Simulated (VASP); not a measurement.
Input of a VASP 6.6.1 run:

The input INCAR:

```
ALGO = Fast
EDIFF = 1E-6
ENCUT = 520
GGA = PE
ISIF = 2
ISMEAR = 1
LASPH = True
LCHARG = True
LELF = True
LREAL = False
LVHAR = True
LWAVE = False
NBANDS = 16
NELM = 80
PREC = Accurate
SIGMA = 0.023
```

File KPOINTS:

```
k-points
0
Gamma
  4 4 6
```

POSCAR

```
Al2Cu
1.0
    4.1051820000      0.0000000000      0.0000000000
    0.0000000000      4.1051820000      0.0000000000
    0.0000000000      0.0000000000      2.8913130000
Al Cu
2 1
Direct
    0.5000000000      0.0000000000      0.5000000000
    0.0000000000      0.5000000000      0.5000000000
    0.0000000000      0.0000000000      0.0000000000
```

Potentials or basis: VASP PAW PBE potentials, release 64 (Al, Cu).

The run is started by

```console
$ cat potpaw_PBE.64/Al/POTCAR potpaw_PBE.64/Cu/POTCAR > POTCAR
$ mpirun -np 1 vasp_std > vasp.out
```

(1) What does it give for the pressure?

Results:

(1) 0.8 GPa.

Caveat: the k points lie up to 0.38 Å⁻¹ apart.
